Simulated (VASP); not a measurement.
Input of a VASP 6.6.1 run:

INCAR

```
SYSTEM = Zr3TiN4
PREC     = Accurate       ! precision mode
ENCUT    = 520            ! plane-wave cutoff, eV
EDIFF    = 1E-6           ! SCF threshold, eV
ISMEAR   = 0              ! smearing method
SIGMA    = 0.1            ! smearing width, eV
LREAL    = .FALSE.        ! projectors in reciprocal space
LASPH    = .TRUE.         ! aspherical terms in the spheres
NELM     = 150            ! most SCF steps
ALGO     = Normal         ! electronic algorithm
ISIF     = 2              ! what is computed and relaxed
LWAVE    = .FALSE.        ! write WAVECAR
LCHARG   = .FALSE.        ! write CHGCAR
ISPIN    = 2              ! spin polarisation
MAGMOM   = 0 0 0 1 0 0 0 0 ! initial moments
LORBIT   = 11             ! projections on sites
LMAXMIX  = 4              ! l up to which the mixer works
GGA      = PE             ! functional
NBANDS   = 48             ! bands
```

Contents of KPOINTS:

```
Automatic mesh
0
G
  6 6 2
  0 0 0
```

File POSCAR:

```
Zr3TiN4
1.0
    3.2039331000      0.0000000000      0.0000000000
    0.0000000000      3.2039331000      0.0000000000
    0.0000000000      0.0000000000      9.0330583000
Zr Ti N
3 1 4
Direct
    0.0000000000      0.0000000000      0.7416330000
    0.0000000000      0.0000000000      0.2583670000
    0.5000000000      0.5000000000      0.0000000000
    0.5000000000      0.5000000000      0.5000000000
    0.0000000000      0.0000000000      0.5000000000
    0.5000000000      0.5000000000      0.2572520000
    0.0000000000      0.0000000000      0.0000000000
    0.5000000000      0.5000000000      0.7427480000
```

Potentials or basis: VASP PAW PBE potentials, release 64 (Zr_sv, Ti_sv, N).

Run with:

```console
$ cat potpaw_PBE.64/Zr_sv/POTCAR potpaw_PBE.64/Ti_sv/POTCAR potpaw_PBE.64/N/POTCAR > POTCAR
$ mpirun -np 1 vasp_std > vasp.out
```

Question: Estimate the largest force.

Answer: 0.035 eV/Å.

Question: What does it give for the band gap on the k mesh?

Answer: Zero (filled and empty bands overlap).

Question: What does it give for the net moment?

Answer: 0.00 μB per cell.

Forces on the atoms (eV/Å):
```
Zr   0.000  0.000 -0.032
Zr   0.000  0.000  0.032
Zr   0.000  0.000  0.000
Ti   0.000  0.000  0.000
N    0.000  0.000  0.000
N    0.000  0.000 -0.035
N    0.000  0.000  0.000
N    0.000  0.000  0.035
```
